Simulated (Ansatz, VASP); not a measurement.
**Two plane-wave programs on HfH6**

```
CELL_PARAMETERS angstrom
4.78599 0.00000 0.00000
0.00000 4.78599 0.00000
0.00000 0.00000 2.75870
ATOMIC_POSITIONS crystal
Hf 0.00000 0.00000 0.00000
H 0.11272 0.69084 0.50000
H 0.88728 0.30916 0.50000
H 0.30916 0.11272 0.50000
H 0.69084 0.88728 0.50000
H 0.00000 0.50000 0.50000
H 0.50000 0.00000 0.50000
```

Alike in both runs: task relaxation of cell and atoms; functional PBE; k mesh 8 × 8 × 14; occupations gaussian, width 0.1 eV; no spin polarisation.

```csv
,VASP,Ansatz
version,VASP 6.6.1,Ansatz 0.2.0
potentials or method,"VASP PAW PBE potentials, release 64 (Hf_pv, H), cutoff 600 eV","scalar-relativistic, plane waves, PAW"
valence electrons in the cell,16,32
```

```tsv
	VASP	Ansatz	Ansatz less VASP
gap on the k mesh at the Fermi level, each at its own relaxed structure (eV)	none	none	-
relaxed volume (Å³/atom)	9.37	9.54	+0.162
relaxed cell length with the largest relative difference (Å)	4.874	4.910	+0.0365
```

A gap of «none» marks a metal or a gap that the smearing closes. VASP's potentials hold 16 valence electrons a cell and Ansatz's 32, so a difference there can come from the potentials and not from the codes.

Neither program's run includes spin-orbit coupling.
